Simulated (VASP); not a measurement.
**Bi: single point with PBEsol**

Crystal: Bi.

```xyz
4
Lattice="4.6584 0.0000 0.0000 0.0000 4.5264 0.0000 -0.3460 0.0000 6.5119" Properties=species:S:1:pos:R:3 pbc="T T T"
Bi    0.9120    1.1316    4.8757
Bi    3.4005    3.3948    1.6362
Bi    1.0780    1.1316    1.6207
Bi    3.2345    3.3948    4.8913
```

- Program: VASP 6.6.1
- Task: single point
- Functional: PBEsol
- Potentials or basis: VASP PAW PBE potentials, release 64 (Bi_d)
- Cutoff: 520 eV
- k mesh: 6 × 6 × 4
- Occupations: fermi-dirac, width 0.05 eV
- Spin: no spin polarisation

| Item | Value |
| --- | --- |
| Pressure | -1.5 GPa |
| Band gap on the k mesh | zero (band 30 reaches 6.55 eV, above the bottom of band 31 at 6.21 eV) |

Forces in eV/Å, atoms in the order of the input:
```
Bi  -0.001  0.000  0.000
Bi   0.001  0.000  0.000
Bi  -0.001  0.000  0.002
Bi   0.001  0.000 -0.002
```

Stress tensor (GPa, compression positive):
```
-2.26  0.00  0.26
 0.00 -1.63  0.00
 0.26  0.00 -0.63
```

Levels at points of the mesh, in eV from the Fermi level:
```
           k point  band 28  band 29  band 30  band 31  band 32  band 33
(0.00, 0.00, 0.00)    -1.71    -1.21    -1.10     2.70     3.04     3.14
(0.50, 0.00, 0.00)    -0.97    -0.85    -0.82     0.96     1.01     1.05
(0.00, 0.50, 0.00)    -1.20    -1.01    -1.01     0.77     0.77     0.82
(0.50, 0.50, 0.00)    -3.30    -2.90    -2.90     2.70     2.70     4.90
(0.00, 0.00, 0.50)    -2.21    -1.83    -1.83     2.02     2.03     3.47
(0.50, 0.00, 0.50)    -0.24    -0.18    -0.17    -0.12    -0.11     0.02
(0.00, 0.50, 0.50)    -0.55    -0.22    -0.22    -0.21    -0.21    -0.13
(0.50, 0.50, 0.50)    -4.22     0.13     0.13     0.13     0.13     5.37
```

Wall time 110 s on 1 thread of Intel(R) Xeon(R) 6975P-C (Granite Rapids) (shared host), peak memory 0.37 GiB.

Caveat: the PAW data sets were made with another functional, which shifts forces and pressure a little; spin-orbit coupling is left out, which moves the levels of the heavy elements.
